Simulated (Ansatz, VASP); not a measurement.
# Zr4HSe8 in VASP and in Ansatz

```xyz
13
Lattice="7.4557 0.0000 0.0000 -3.7278 6.4568 0.0000 0.0000 0.0000 5.8727" Properties=species:S:1:pos:R:3 pbc="T T T"
Zr    0.0000    0.0000    0.0000
Zr   -1.8639    3.2284    0.0000
Zr    3.7278    0.0000    0.0000
Zr    1.8639    3.2284    0.0000
Se    0.0000    2.1641    1.6115
Se   -1.8537    5.3748    1.6115
Se    3.7278    2.1523    1.5989
Se    1.8537    5.3748    1.6115
Se    1.8741    1.0820    4.2611
Se    0.0000    4.3045    4.2738
Se    5.5815    1.0820    4.2611
Se    3.7278    4.2927    4.2611
H     0.0000    0.0000    2.9363
```

Alike in both runs: functional PBE; dispersion D3(BJ); k mesh 6 × 6 × 6; occupations gaussian, width 0.1 eV; no spin polarisation.

Ansatz relaxed the structure, and its values are those at the end. VASP's run is a single point on that final structure, the one shown.

```csv
,VASP,Ansatz
version,VASP 6.6.1,Ansatz 0.2.0
potentials or method,"VASP PAW PBE potentials, release 64 (Zr_sv, Se, H), cutoff 500 eV","scalar-relativistic, plane waves, PAW"
valence electrons in the cell,97,177
```

```csv
,VASP,Ansatz,Ansatz less VASP
gap on the k mesh at the Fermi level (eV),none,none,-
pressure (GPa),0.1,0.0,-0.11
rms of the force components (eV/Å),0.007,0.001,-0.0062
```

A gap of «none» marks a metal or a gap that the smearing closes. VASP's potentials hold 97 valence electrons a cell and Ansatz's 177, so a difference there can come from the potentials and not from the codes.
